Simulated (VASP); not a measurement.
Set up this calculation in VASP 6.6.1, as the native input.

* Task: single point
* Functional: PBE
* Potentials or basis: VASP PAW PBE potentials, release 64 (Au)
* Cutoff: 520 eV
* k mesh: 12 × 5 × 1
* Occupations: gaussian, width 0.1 eV
* Spin: no spin polarisation
* Dipole correction: yes
* Further INCAR settings: ALGO = Fast; EDIFF = 1e-07; NBANDS = 84

The structure of Au lies in POSCAR:

```
Au
1.0
    2.9402155840      0.0000000000      0.0000000000
    0.0000000000      7.2020279146      0.0000000000
    0.0000000000      0.0000000000     25.1852055535
Au
13
Direct
    0.5000000000      0.6666666667      0.2977938768
    0.0000000000      0.3333333333      0.3314948973
    0.5000000000      0.0000000000      0.3651959179
    0.0000000000      0.6666666667      0.3988969384
    0.5000000000      0.3333333333      0.4325979589
    0.0000000000      0.0000000000      0.4662989795
    0.5000000000      0.6666666667      0.5000000000
    0.0000000000      0.3333333333      0.5337010205
    0.5000000000      0.0000000000      0.5674020411
    0.0000000000      0.6666666667      0.6011030616
    0.5000000000      0.3333333333      0.6348040821
    0.0000000000      0.0000000000      0.6685051027
    0.5000000000      0.6666666667      0.7022061232
```

These files were run (other wordings do the same):

INCAR

```
SYSTEM = Au
PREC = Accurate ; ENCUT = 520
EDIFF = 1E-7 ; ISMEAR = 0
SIGMA = 0.1 ; LREAL = .FALSE.
LASPH = .TRUE. ; NELM = 80
ALGO = Fast ; ISIF = 2
LWAVE = .FALSE. ; LCHARG = .FALSE.
LDIPOL = .TRUE. ; IDIPOL = 3
DIPOL = 0.5 0.5 0.500 ; GGA = PE
NBANDS = 84
```

KPOINTS

```
regular mesh
0
G
  12 5 1
  0 0 0
```

Potentials or basis: VASP PAW PBE potentials, release 64 (Au).

Launch:

```console
$ cat potpaw_PBE.64/Au/POTCAR > POTCAR
$ mpirun -np 1 vasp_std > vasp.out
```

It gave:

The largest force is 0.508 eV/Å. The band gap on the k mesh is zero (an odd number of electrons rules out a gap without spin polarisation).

Caveat: spin-orbit coupling is left out, which moves the levels of the heavy elements.

Wall time 33 min on 1 thread of Oxide Virtual Turin-like Processor, with other jobs on the host, peak memory 0.9 GiB.
